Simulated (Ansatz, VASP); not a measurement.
One calculation of CdTe, two programs

```
Cd Te
1.0
     0.00000    3.24483    3.24483
     3.24483    0.00000    3.24483
     3.24483    3.24483    0.00000
Cd Te
1 1
Direct
  0.00000 0.00000 0.00000
  0.25000 0.25000 0.25000
```

Alike in both runs: functional PBEsol; k mesh 10 × 10 × 10; occupations gaussian, width 0.02 eV; no spin polarisation.

Ansatz relaxed the structure, and its values are those at the end. VASP's run is a single point on that final structure, the one shown.

```csv
,VASP,Ansatz
version,VASP 6.6.1,Ansatz 0.2.0
potentials or method,"VASP PAW PBE potentials, release 64 (Cd, Te), cutoff 500 eV","scalar-relativistic, plane waves, PAW"
valence electrons in the cell,18,36
```

Ansatz gave:

- gap on the k mesh at the Fermi level (eV): 0.65
- least direct gap on the mesh (eV): 0.65
- pressure (GPa): 0.0

Question: What did VASP give for the same quantities?

Answer: gap on the k mesh at the Fermi level (eV): 0.65; least direct gap on the mesh (eV): 0.65; pressure (GPa): 0.2.

VASP's potentials were made for PBE, not for PBEsol. VASP's potentials hold 18 valence electrons a cell and Ansatz's 36, so a difference there can come from the potentials and not from the codes.

Spin-orbit coupling is off throughout.
